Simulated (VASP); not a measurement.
Here is a VASP 6.6.1 calculation.

Contents of INCAR:

```
ALGO     = Normal         # electronic algorithm
EDIFF    = 1E-7           # SCF threshold, eV
ENCUT    = 520            # plane-wave cutoff, eV
GGA      = PE             # functional
ISIF     = 2              # what is computed and relaxed
ISMEAR   = 1              # smearing method
LASPH    = T              # aspherical terms in the spheres
LCHARG   = T              # write CHGCAR
LELF     = T              # ELF
LREAL    = F              # projectors in reciprocal space
LVHAR    = T            
LWAVE    = F              # write WAVECAR
NBANDS   = 10             # bands
NELM     = 60             # most SCF steps
PREC     = Accurate       # precision mode
SIGMA    = 0.21           # smearing width, eV
```

File KPOINTS:

```
k-points
0
Gamma
  9 9 6
```

POSCAR

```
Li
1.0
    3.1110021516      0.0000000000      0.0000000000
   -1.5555010758      2.6942068945      0.0000000000
    0.0000000000      0.0000000000      5.0930000000
Li
2
Direct
    0.3333333333      0.6666666667      0.2500000000
    0.6666666667      0.3333333333      0.7500000000
```

Potentials or basis: VASP PAW PBE potentials, release 64 (Li_sv).

Launch:

```console
$ cat potpaw_PBE.64/Li_sv/POTCAR > POTCAR
$ mpirun -np 1 vasp_std > vasp.out
```

Estimate the band gap on the k mesh.

zero (bands 3 and 4 overlap by 4.51 eV).
